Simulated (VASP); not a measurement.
Input of a VASP 6.6.1 run:

File INCAR:

```
PREC = Accurate ; ENCUT = 520
EDIFF = 1E-6 ; ISMEAR = 0
SIGMA = 0.15 ; LREAL = F
LASPH = T ; NELM = 60
ALGO = Fast ; ISIF = 2
LWAVE = F ; LCHARG = T
GGA = PS ; LELF = T
LVHAR = T ; NBANDS = 26
```

KPOINTS

```
Automatic mesh
0
Gamma
  10 10 10
```

Contents of POSCAR:

```
Al2Cu
1.0
   -3.0564500000      3.0564500000      2.5345000000
    3.0564500000     -3.0564500000      2.5345000000
    3.0564500000      3.0564500000     -2.5345000000
Al Cu
4 2
Direct
    0.1593210787      0.6593210787      0.8186421574
    0.6593210787      0.8406789213      0.5000000000
    0.8406789213      0.3406789213      0.1813578426
    0.3406789213      0.1593210787      0.5000000000
    0.7500000000      0.7500000000      0.0000000000
    0.2500000000      0.2500000000      0.0000000000
```

Potentials or basis: VASP PAW PBE potentials, release 64 (Al, Cu).

The run is started by

```console
$ cat potpaw_PBE.64/Al/POTCAR potpaw_PBE.64/Cu/POTCAR > POTCAR
$ mpirun -np 1 vasp_std > vasp.out
```

**Question.** What does it give for the band gap on the k mesh?

**Answer.** Zero (bands 17 and 18 overlap by 3.91 eV).

**Question.** What does it give for the pressure?

**Answer.** -7.7 GPa.

Stress tensor (GPa, compression positive):
```
-6.71  0.00  0.00
 0.00 -6.71  0.00
 0.00  0.00 -9.55
```

Caveat: the cell stands under tension; the PAW data sets were made with another functional, which shifts forces and pressure a little.
